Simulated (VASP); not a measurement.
# In2O (Fm-3m) in VASP: notebook

In2O is run at these levels: PBEsol; tasks: single point.

Program: VASP 6.6.1. These are calculated values, not measurements. Logs are shortened: lines on timing, memory, paths and dates and some standing lists are left out, and cuts for length are marked.

### Step 1. The cell of the first run

It takes space group Fm-3m (No. 225, cubic). The conventional cell has a = 6.259 Å, b = 6.259 Å, c = 6.259 Å, α = 90.00°, β = 90.00°, γ = 90.00°. In (site symmetry -43m) has 4 O at 2.71 Å and 6 In at 3.13 Å within 3.6 Å. Within 3.6 Å of O (site symmetry m-3m) lie 8 In at 2.71 Å.

### Step 2. Single point, PBEsol

File INCAR:

```
ALGO     = Normal         # electronic algorithm
EDIFF    = 1E-6           # SCF threshold, eV
ENCUT    = 520            # plane-wave cutoff, eV
GGA      = PS             # functional
ISIF     = 2              # what is computed and relaxed
ISMEAR   = 0              # smearing method
LASPH    = True           # aspherical terms in the spheres
LCHARG   = False          # write CHGCAR
LREAL    = False          # projectors in reciprocal space
LWAVE    = False          # write WAVECAR
NBANDS   = 23             # bands
NELM     = 80             # most SCF steps
PREC     = Accurate       # precision mode
SIGMA    = 0.1            # smearing width, eV
```

File KPOINTS:

```
k-points
0
Gamma
  6 6 6
```

File POSCAR:

```
In2O
1.0
    0.0000000000      3.1296966709      3.1296966709
    3.1296966709      0.0000000000      3.1296966709
    3.1296966709      3.1296966709      0.0000000000
In O
2 1
Direct
    0.2500000000      0.2500000000      0.2500000000
    0.7500000000      0.7500000000      0.7500000000
    0.0000000000      0.0000000000      0.0000000000
```

Potentials or basis: VASP PAW PBE potentials, release 64 (In_d, O).

Started as:

```sh
cat potpaw_PBE.64/In_d/POTCAR potpaw_PBE.64/O/POTCAR > POTCAR
mpirun -np 1 vasp_std > vasp.out
```

OUTCAR:

```text
EDIFF = 1E-6
   ENCUT = 520
   GGA = PS
   ISIF = 2
   ISMEAR = 0
   LASPH = True
   LREAL = False
   NELM = 80
   PREC = Accurate

 ion  position               nearest neighbor table
   1  0.250  0.250  0.250-   3 2.71   3 2.71   3 2.71   3 2.71   2 3.13   2 3.13   2 3.13   2 3.13
                             2 3.13   2 3.13
   2  0.750  0.750  0.750-   3 2.71   3 2.71   3 2.71   3 2.71   1 3.13   1 3.13   1 3.13   1 3.13
                             1 3.13   1 3.13
   3  0.000  0.000  0.000-   1 2.71   2 2.71   2 2.71   2 2.71   2 2.71   1 2.71   1 2.71   1 2.71

  LATTYP: Found a face centered cubic cell.
 ALAT       =     6.2593933418

  Lattice vectors:

 A1 = (   0.0000000000,   3.1296966709,   3.1296966709)
 A2 = (   3.1296966709,   0.0000000000,   3.1296966709)
 A3 = (   3.1296966709,   3.1296966709,   0.0000000000)

Analysis of symmetry for initial positions (statically):
=====================================================================
 Subroutine PRICEL returns:
 Original cell was already a primitive cell.

 Routine SETGRP: Setting up the symmetry group for a
 face centered cubic supercell.

 Subroutine GETGRP returns: Found 48 space group operations
 (whereof 48 operations were pure point group operations)
 out of a pool of 48 trial point group operations.

The static configuration has the point symmetry O_h .

Analysis of symmetry for dynamics (positions and initial velocities):
=====================================================================
 Subroutine PRICEL returns:
 Original cell was already a primitive cell.

 Routine SETGRP: Setting up the symmetry group for a
 face centered cubic supercell.

 Subroutine GETGRP returns: Found 48 space group operations
 (whereof 48 operations were pure point group operations)
 out of a pool of 48 trial point group operations.

The dynamic configuration has the point symmetry O_h .

 Subroutine INISYM returns: Found 48 space group operations
 (whereof 48 operations are pure point group operations),
 and found     1 'primitive' translations

----------------------------------------------------------------------------------------

                                     Primitive cell

  volume of cell :      61.3108

  direct lattice vectors                    reciprocal lattice vectors
     0.000000000  3.129696671  3.129696671    -0.159759891  0.159759891  0.159759891
     3.129696671  0.000000000  3.129696671     0.159759891 -0.159759891  0.159759891
     3.129696671  3.129696671  0.000000000     0.159759891  0.159759891 -0.159759891

  length of vectors
     4.426059478  4.426059478  4.426059478     0.276712249  0.276712249  0.276712249

  position of ions in fractional coordinates (direct lattice)
     0.250000000  0.250000000  0.250000000
     0.750000000  0.750000000  0.750000000
     0.000000000  0.000000000  0.000000000

  ion indices of the primitive-cell ions
   primitive index   ion index
                 1           1
                 2           2
                 3           3

----------------------------------------------------------------------------------------

 KPOINTS: k-points

Automatic generation of k-mesh.
 Grid dimensions read from file:
 generate k-points for:    6    6    6

 Generating k-lattice:

  Cartesian coordinates                     Fractional coordinates (reciprocal lattice)
    -0.026626649  0.026626649  0.026626649     0.166666667  0.000000000  0.000000000
     0.026626649 -0.026626649  0.026626649     0.000000000  0.166666667  0.000000000
     0.026626649  0.026626649 -0.026626649     0.000000000  0.000000000  0.166666667

  Length of vectors
     0.046118708  0.046118708  0.046118708

  Shift w.r.t. Gamma in fractional coordinates (k-lattice)
     0.000000000  0.000000000  0.000000000

 Subroutine IBZKPT returns following result:
 ===========================================

 Found     16 irreducible k-points:

 Following reciprocal coordinates:
            Coordinates               Weight
  0.000000  0.000000  0.000000      1.000000
  0.166667  0.000000  0.000000      8.000000
  0.333333  0.000000  0.000000      8.000000
  0.500000  0.000000  0.000000      4.000000
  0.166667  0.166667  0.000000      6.000000
  0.333333  0.166667  0.000000     24.000000
[... 8 lines left out ...]
 -0.333333  0.333333  0.166667     24.000000
 -0.333333  0.500000  0.166667     12.000000
   k-points           NKPTS =     16   k-points in BZ     NKDIM =     16   number of bands    NBANDS=     23
   number of dos      NEDOS =    301   number of ions     NIONS =      3
   total plane-waves  NPLWV =  46656
   dimension x,y,z NGX =    36 NGY =   36 NGZ =   36
   dimension x,y,z NGXF=    72 NGYF=   72 NGZF=   72
   ions per type =               2   1
   NGX,Y,Z   is equivalent  to a cutoff of  13.52, 13.52, 13.52 a.u.
   NGXF,Y,Z  is equivalent  to a cutoff of  27.04, 27.04, 27.04 a.u.
 SYSTEM =  unknown system
   PREC   = accura    normal or accurate (medium, high low for compatibility)
   ISTART =      0    job   : 0-new  1-cont  2-samecut
   ICHARG =      2    charge: 1-file 2-atom 10-const
   ISPIN  =      1    spin polarized calculation?
   LNONCOLLINEAR =      F non collinear calculations
   LSORBIT =      F    spin-orbit coupling
   LASPH  =      T    aspherical Exc in radial PAW
   ENCUT  =  520.0 eV  38.22 Ry    6.18 a.u.   8.23  8.23  8.23*2*pi/ulx,y,z
   NELM   =     80;   NELMIN=  2; NELMDL= -5     # of ELM steps
   EDIFF  = 0.1E-05   stopping-criterion for ELM
   LREAL  =      F    real-space projection
   EDIFFG = 0.1E-04   stopping-criterion for IOM
   NSW    =      0    number of steps for IOM
   IBRION =     -1    ionic relax: 0-MD 1-quasi-New 2-CG
   NFREE  =      0    steps in history (QN), initial steepest desc. (CG)
   ISIF   =      2    stress and relaxation
   ISYM   =      2    0-nonsym 1-usesym 2-fastsym
   POTIM  = 0.5000    time-step for ionic-motion
   TEBEG  =    0.0;   TEEND  =   0.0 temperature during run
   PSTRESS=    0.0 pullay stress
   NELECT =      32.0000    total number of electrons
   NUPDOWN=      -1.0000    fix difference up-down
   EMIN   =  10.00;   EMAX   =-10.00  energy-range for DOS
   EFERMI =   0.00;   METHOD = LEGACY
   ISMEAR =     0;   SIGMA  =   0.10  broadening in eV -4-tet -1-fermi 0-gaus
   EFERMI_NEDOS =   21; number of points for ismear=-14 and -15
   IALGO  =     38    algorithm
   IMIX   =      4    mixing-type and parameters
     AMIX     =   0.40;   BMIX     =  1.00
     AMIX_MAG =   1.60;   BMIX_MAG =  1.00
  volume/ion in A,a.u.               =      20.44       137.92
  Fermi-wavevector in a.u.,A,eV,Ry     =   1.318093  2.490834 23.638327  1.737368
  Thomas-Fermi vector in A             =   2.448087
   LORBIT       =      0    0 simple, 1 ext, 2 COOP (PROOUT), +10 PAW based schemes
   GGA     = PS    functional components
   LHFCALC =     F    Hartree Fock is set to
   AEXX    =    0.0000 exact exchange contribution
   IVDW    =     0    specifies the selected vdW correction
   LEPSILON=     F    determine dielectric tensor
   LRPA    =     F    only Hartree local field effects (RPA)
 non-spin polarized calculation
 Gauss-broadening in eV      SIGMA  =   0.10
  energy-cutoff  :      520.00
  volume of cell :       61.31
 maximum number of plane-waves:      1676
 NGX is ok and might be reduce to    36
   NGX = 17   NGY = 17   NGZ = 17

 number of electron      32.0000002 magnetization

 Free energy of the ion-electron system (eV)
  ---------------------------------------------------
  ext. energy  EPLUGINS =         0.00000000
  ---------------------------------------------------
  free energy    TOTEN  =       -11.66138771 eV

  energy without entropy =      -11.65506169  energy(sigma->0) =      -11.65822470

 E-fermi :   6.3258     XC(G=0): -10.3847

 val. band max:        6.2526463841   @ k =  -0.3333   0.5000   0.1667
 cond. band min:       6.3441856986   @ k =   0.5000   0.0000   0.0000
 fundamental gap:      0.0915393144
 Fermi energy:         6.3258205315

 k-point     1 :       0.0000    0.0000    0.0000
  band No.  band energies     occupation
      1     -10.8620      2.00000
      2      -8.2697      2.00000
      3      -8.2697      2.00000
      4      -8.0666      2.00000
      5      -8.0666      2.00000
      6      -8.0666      2.00000
[... 15 lines left out ...]
     22      13.2440      0.00000
     23      15.4226      0.00000

 k-point     2 :       0.1667    0.0000    0.0000
  band No.  band energies     occupation
      1     -10.8480      2.00000
      2      -8.2226      2.00000
      3      -8.2226      2.00000
      4      -8.0346      2.00000
      5      -8.0346      2.00000
      6      -7.9995      2.00000
[... 15 lines left out ...]
     22      12.7793      0.00000
     23      16.6868      0.00000

 k-point     3 :       0.3333    0.0000    0.0000
  band No.  band energies     occupation
      1     -10.8213      2.00000
      2      -8.0902      2.00000
      3      -8.0902      2.00000
      4      -7.9515      2.00000
      5      -7.9515      2.00000
      6      -7.8764      2.00000
[... 15 lines left out ...]
     22      13.2892      0.00000
     23      17.1575      0.00000

 k-point     4 :       0.5000    0.0000    0.0000
  band No.  band energies     occupation
      1     -10.8091      2.00000
      2      -7.9102      2.00000
      3      -7.9102      2.00000
      4      -7.9012      2.00000
      5      -7.9012      2.00000
      6      -7.8495      2.00000
[... 15 lines left out ...]
     22      12.9580      0.00000
     23      17.7486      0.00000

 k-point     5 :       0.1667    0.1667    0.0000
  band No.  band energies     occupation
      1     -10.8438      2.00000
      2      -8.2600      2.00000
      3      -8.1641      2.00000
      4      -8.0196      2.00000
      5      -8.0035      2.00000
      6      -8.0035      2.00000
[... 15 lines left out ...]
     22      14.1290      0.00000
     23      15.1127      0.00000

 k-point     6 :       0.3333    0.1667    0.0000
  band No.  band energies     occupation
      1     -10.8227      2.00000
      2      -8.2060      2.00000
      3      -8.0381      2.00000
      4      -7.9729      2.00000
      5      -7.9265      2.00000
      6      -7.8947      2.00000
[... 15 lines left out ...]
     22      14.4486      0.00000
     23      15.1879      0.00000

 k-point     7 :       0.5000    0.1667    0.0000
  band No.  band energies     occupation
      1     -10.8067      2.00000
      2      -8.0720      2.00000
      3      -7.9629      2.00000
      4      -7.9144      2.00000
      5      -7.8661      2.00000
      6      -7.8497      2.00000
[... 145 lines left out ...]
     22      15.3175      0.00000
     23      17.1855      0.00000

 k-point    13 :       0.5000    0.5000    0.0000
  band No.  band energies     occupation
      1     -10.8005      2.00000
      2      -8.2307      2.00000
      3      -8.0346      2.00000
      4      -7.8579      2.00000
      5      -7.8512      2.00000
      6      -7.8372      2.00000
[... 15 lines left out ...]
     22      15.8444      0.00000
     23      18.2837      0.00000

 k-point    14 :       0.5000    0.3333    0.1667
  band No.  band energies     occupation
      1     -10.8080      2.00000
      2      -8.1698      2.00000
      3      -7.9477      2.00000
      4      -7.9348      2.00000
      5      -7.8958      2.00000
      6      -7.8681      2.00000
[... 15 lines left out ...]
     22      14.8166      0.00000
     23      16.2183      0.00000

 k-point    15 :      -0.3333    0.3333    0.1667
  band No.  band energies     occupation
      1     -10.8009      2.00000
      2      -8.0759      2.00000
      3      -8.0759      2.00000
      4      -7.9495      2.00000
      5      -7.8402      2.00000
      6      -7.8291      2.00000
[... 15 lines left out ...]
     22      15.9488      0.00000
     23      16.1447      0.00000

 k-point    16 :      -0.3333    0.5000    0.1667
  band No.  band energies     occupation
      1     -10.7988      2.00000
      2      -8.1580      2.00000
      3      -8.0640      2.00000
      4      -7.9507      2.00000
      5      -7.8289      2.00000
      6      -7.8132      2.00000
[... 15 lines left out ...]
     22      16.3943      0.00000
     23      17.1154      0.00000

------------------------ aborting loop because EDIFF is reached ----------------------------------------

  FORCE on cell =-STRESS in cart. coord.  units (eV):
  Direction    XX          YY          ZZ          XY          YZ          ZX
  --------------------------------------------------------------------------------------
  -------------------------------------------------------------------------------------
  Total        0.0181089      0.0181089      0.0181089      0.0000000      0.0000000     -0.0000000
  in kB        0.4732240      0.4732240      0.4732240      0.0000000      0.0000000     -0.0000000
  external PRESSURE =       0.4732240 kB  Pullay stress =       0.0000000 kB

 VOLUME and BASIS-vectors are now :
 -----------------------------------------------------------------------------
  energy-cutoff  :      520.00
  volume of cell :       61.31
      direct lattice vectors                 reciprocal lattice vectors
     0.000000000  3.129696671  3.129696671    -0.159759891  0.159759891  0.159759891
     3.129696671  0.000000000  3.129696671     0.159759891 -0.159759891  0.159759891
     3.129696671  3.129696671  0.000000000     0.159759891  0.159759891 -0.159759891

 POSITION                                       TOTAL-FORCE (eV/Angst)
 -----------------------------------------------------------------------------------
      1.56485      1.56485      1.56485        -0.000000     -0.000000     -0.000000
      4.69455      4.69455      4.69455         0.000000     -0.000000      0.000000
      0.00000      0.00000      0.00000        -0.000000      0.000000     -0.000000
 -----------------------------------------------------------------------------------
    total drift:                                0.000000      0.000000      0.000000

  FREE ENERGIE OF THE ION-ELECTRON SYSTEM (eV)
  ---------------------------------------------------
  free  energy   TOTEN  =       -11.6613877076 eV

  energy  without entropy=      -11.6550616876  energy(sigma->0) =      -11.65822470
```

Run time: 18 s. Hardware: 1 thread of Intel Xeon Platinum 8559C (Emerald Rapids), shared host; peak memory 0.2 GiB.

What came out:

```
Free energy            : -11.6614 eV
Pressure               : 0.0 GPa
Band gap on the k mesh : zero (band 16 reaches 8.26 eV, above the bottom of band 17 at 6.25 eV)
```

Levels at points of the mesh, in eV from the Fermi level:
```
           k point  band 13  band 14  band 15  band 16  band 17  band 18  band 19  band 20
(0.00, 0.00, 0.00)    -2.63    -2.63    -2.63     1.93     1.93     1.93     2.14     6.92
(0.50, 0.00, 0.00)    -4.46    -3.00    -3.00     0.02     2.84     2.84     3.96     5.33
(0.50, 0.50, 0.00)    -3.84    -3.84    -1.88    -1.76     0.11     2.58     2.58     6.76
```

Caveat: the PAW data sets were made with another functional, which shifts forces and pressure a little; spin-orbit coupling is left out, which moves the levels of the heavy elements.

### Step 3. Single point, PBEsol

File INCAR:

```
PREC = Accurate
ENCUT = 520
EDIFF = 1E-6
ISMEAR = -1
SIGMA = 0.15
LREAL = F
LASPH = T
NELM = 100
ALGO = Normal
ISIF = 2
LWAVE = F
LCHARG = F
GGA = PS
NBANDS = 23
```

File KPOINTS:

```
regular mesh
0
Gamma
  12 12 12
```

File POSCAR:

```
In2O
1.0
    0.0000000000      3.1284523317      3.1284523317
    3.1284523317      0.0000000000      3.1284523317
    3.1284523317      3.1284523317      0.0000000000
In O
2 1
Direct
    0.2500000000      0.2500000000      0.2500000000
    0.7500000000      0.7500000000      0.7500000000
    0.0000000000      0.0000000000      0.0000000000
```

Potentials or basis: VASP PAW PBE potentials, release 64 (In_d, O).

Started as:

```sh
cat potpaw_PBE.64/In_d/POTCAR potpaw_PBE.64/O/POTCAR > POTCAR
mpirun -np 1 vasp_std > vasp.out
```

Wall time 53 s (1 thread of Intel Xeon Platinum 8559C (Emerald Rapids), shared host); peak memory 0.25 GiB.

The run converged. Its results:

| Item | Value |
| --- | --- |
| Free energy | -11.7025 eV |
| Pressure | -0.1 GPa |
| Band gap on the k mesh | zero (band 16 reaches 8.27 eV, above the bottom of band 17 at 6.25 eV) |

Levels at points of the mesh, in eV from the Fermi level:
| k point | band 13 | band 14 | band 15 | band 16 | band 17 | band 18 | band 19 | band 20 |
| --- | --- | --- | --- | --- | --- | --- | --- | --- |
| (0.00, 0.00, 0.00) | -2.76 | -2.76 | -2.76 | 1.83 | 1.83 | 1.83 | 2.05 | 6.82 |
| (0.50, 0.00, 0.00) | -4.57 | -3.13 | -3.13 | -0.10 | 2.74 | 2.74 | 3.86 | 5.23 |
| (0.50, 0.50, 0.00) | -3.97 | -3.97 | -1.98 | -1.86 | -0.01 | 2.47 | 2.47 | 6.66 |

Caveat: the PAW data sets were made with another functional, which shifts forces and pressure a little; spin-orbit coupling is left out, which moves the levels of the heavy elements.

(Continued in part 2 of 2.)
